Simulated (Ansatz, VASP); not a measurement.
**K: VASP beside Ansatz**

INCAR

```
SYSTEM = K
  PREC = Accurate
  ENCUT = 520
  EDIFF = 1E-6
  ISMEAR = -1
  SIGMA = 0.1
  LREAL = .FALSE.
  LASPH = .TRUE.
  NELM = 100
  ALGO = Normal
  ISIF = 2
  LWAVE = .FALSE.
  LCHARG = .FALSE.
  GGA = B5
  ALDAX = 1.0
  AGGAX = 1.0
  AGGAC = 1.0
  ALDAC = 0.0
  NBANDS = 20
```

File KPOINTS:

```
Automatic mesh
0
G
  6 6 8
  0 0 0
```

The input POSCAR:

```
K
1.0
    7.4161550615      0.0000000000      0.0000000000
   -3.7080775308      6.4225786816      0.0000000000
    0.0000000000      0.0000000000      4.4376751901
K
3
Direct
    0.0000000000      0.0000000000      1.0000000000
    0.3333333333      0.6666666667      0.5000000000
    0.6666666667      0.3333333333      0.5000000000
```

Input for Ansatz:

```yaml
crystal:
  lattice:
    - [7.4161550615, 0.0, 0.0]
    - [-3.7080775308, 6.4225786816, 0.0]
    - [0.0, 0.0, 4.4376751901]
  atoms:
    - { symbol: K, position: [0.0, 0.0, 1.0] }
    - { symbol: K, position: [0.3333333333, 0.6666666667, 0.5] }
    - { symbol: K, position: [0.6666666667, 0.3333333333, 0.5] }
hamiltonian:
  xc: blyp
  pseudopotentials:
    kind: paw
    azcp:
      K: "pseudopotentials/K.paw.azcp"
basis:
  ecutwfc: 420
  fft_grid_basis: typed
kpoints:
  mp_grid: { grid: [6, 6, 8], shift: [0, 0, 0] }
magnetization:
  spin_polarized: false
scf:
  occupations: { method: fermi_dirac, width: 0.1 }
  lower_state_search: "off"
output:
  stress: true
  write_density: true
  write_potential: true
  elf: true
  volumetric_format: npy
```

Alike in both runs: task single point; functional BLYP; k mesh 6 × 6 × 8; occupations fermi-dirac, width 0.1 eV; no spin polarisation.

|  | VASP | Ansatz |
| --- | --- | --- |
| version | VASP 6.6.1 | Ansatz 0.2.0 |
| potentials or method | VASP PAW PBE potentials, release 64 (K_sv), cutoff 520 eV | plane waves (420 eV) with PAW, scalar-relativistic |
| valence electrons in the cell | 27 | 27 |

```csv
,VASP,Ansatz,Ansatz less VASP
pressure (GPa),0.3,0.3,+0.01
```

VASP's potentials were made for PBE, not for BLYP.
